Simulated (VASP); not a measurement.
A run of VASP 6.6.1:

File INCAR:

```
  PREC = Accurate
  ENCUT = 520
  EDIFF = 1E-7
  ISMEAR = 0
  SIGMA = 0.02
  LREAL = F
  LASPH = T
  NELM = 60
  ALGO = Normal
  ISIF = 2
  LWAVE = F
  LCHARG = F
  GGA = PS
  NBANDS = 16
```

Contents of KPOINTS:

```
Automatic mesh
0
Gamma
  8 8 8
```

The input POSCAR:

```
CdTe
1.0
    0.0000000000      3.2448256579      3.2448256579
    3.2448256579      0.0000000000      3.2448256579
    3.2448256579      3.2448256579      0.0000000000
Cd Te
1 1
Direct
    0.0000000000      0.0000000000      0.0000000000
    0.2500000000      0.2500000000      0.2500000000
```

Potentials or basis: VASP PAW PBE potentials, release 64 (Cd, Te).

The run is started by

```console
$ cat potpaw_PBE.64/Cd/POTCAR potpaw_PBE.64/Te/POTCAR > POTCAR
$ mpirun -np 1 vasp_std > vasp.out
```

Hardware: 1 thread of Intel(R) Xeon(R) Platinum 8488C (Sapphire Rapids), on a shared host.

**Question.** Estimate the wall time of this run.

**Answer.** Run time: 26 s on 1 thread of Intel(R) Xeon(R) Platinum 8488C (Sapphire Rapids), on a shared host, peak memory 0.21 GiB. Counts: scf iterations 14, k points 29.
